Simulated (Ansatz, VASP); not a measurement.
**Ca: VASP beside Ansatz**

```
CELL_PARAMETERS angstrom
0.00000 2.36933 2.36933
2.36933 0.00000 2.36933
2.36933 2.36933 0.00000
ATOMIC_POSITIONS crystal
Ca 0.00000 0.00000 0.00000
```

Alike in both runs: task single point; functional r2SCAN; k mesh 9 × 9 × 9; occupations gaussian, width 0.0784 eV; no spin polarisation.

```csv
,VASP,Ansatz
version,VASP 6.6.1,Ansatz 0.2.0
potentials or method,"VASP PAW PBE potentials, release 64 (Ca_sv), cutoff 550 eV",PAW plane waves
valence electrons in the cell,10,10
```

Ansatz gave:

| Property | Result |
| --- | --- |
| pressure (GPa) | 17.5 |

Problem. What did VASP give for the same quantities?

Solution. Pressure (GPa): 17.7.

VASP's potentials were made for PBE, not for r2SCAN. With one functional, cell and mesh, what is left measures potentials, basis and numerics.
